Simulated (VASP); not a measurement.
Runs of VASP 6.6.1 on Sn4As. The structure is that of space group Im-3m (No. 229), or close to it. The cells are those of the table. The cell was generated, and may not be a known phase.

```csv
task,cell,k mesh,cutoff (eV),gap on the mesh (eV),pressure (GPa)
single point,"a = 5.846 Å, angles 109.5°, 5 atoms",4 × 4 × 4,520,none,(a)
single point,"a = 5.533 Å, angles 109.5°, 5 atoms",4 × 4 × 4,520,none,10.6
relaxation of cell and atoms,"relaxed from a = 5.533 Å, angles 109.5°, 5 atoms",4 × 4 × 4,600,none,0.0
single point,"a = 5.849 Å, angles 109.5°, 5 atoms",8 × 8 × 8,520,none,0.0
```

Alike in all rows: level PBE; potentials or basis VASP PAW PBE potentials, release 64 (Sn_d, As); no spin polarisation; smearing gaussian 0.1 eV.

Fill in the values left out.

(a) 0.3.

Caveats: spin-orbit coupling is left out, which moves the levels of the heavy elements; the cell stands under pressure (at least some runs).

A k mesh can miss the band edges, and the runs leave out spin-orbit coupling on As, Sn.

A gap of «none» marks levels without a gap at the run's occupations.
